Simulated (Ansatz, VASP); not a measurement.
Tc: VASP beside Ansatz

```
Tc
1.0
     0.00000    1.95000    1.95000
     1.95000    0.00000    1.95000
     1.95000    1.95000    0.00000
Tc
1
Cartesian
  0.0000 0.0000 0.0000
```

Alike in both runs: task relaxation of cell and atoms; functional LDA; k mesh 9 × 9 × 9; occupations fermi-dirac, width 0.05 eV; no spin polarisation.

|  | VASP | Ansatz |
| --- | --- | --- |
| version | VASP 6.6.1 | Ansatz 0.2.0 |
| potentials or method | VASP PAW LDA potentials, release 64 (Tc_pv) | Ansatz PAW earlier set |
| plane-wave cutoff (eV) | 600 | 500 |
| valence electrons in the cell | 13 | 15 |

|  | VASP | Ansatz | Ansatz less VASP |
| --- | --- | --- | --- |
| gap on the k mesh at the Fermi level, each at its own relaxed structure (eV) | none | none | - |
| relaxed volume (Å³/atom) | 13.84 | 13.84 | -0.005 |
| relaxed cell length with the largest relative difference (Å) | 2.695 | 2.695 | -0.0003 |

LDA's correlation is that of Perdew and Zunger in VASP and of Perdew and Wang (1992) in Ansatz. A gap of «none» marks a metal or a gap that the smearing closes. VASP's potentials hold 13 valence electrons a cell and Ansatz's 15, so a difference there can come from the potentials and not from the codes.

Noted on Ansatz's run: the plane-wave basis is chosen anew once the cell has moved, so the energies of steps on either side of that aren't comparable.
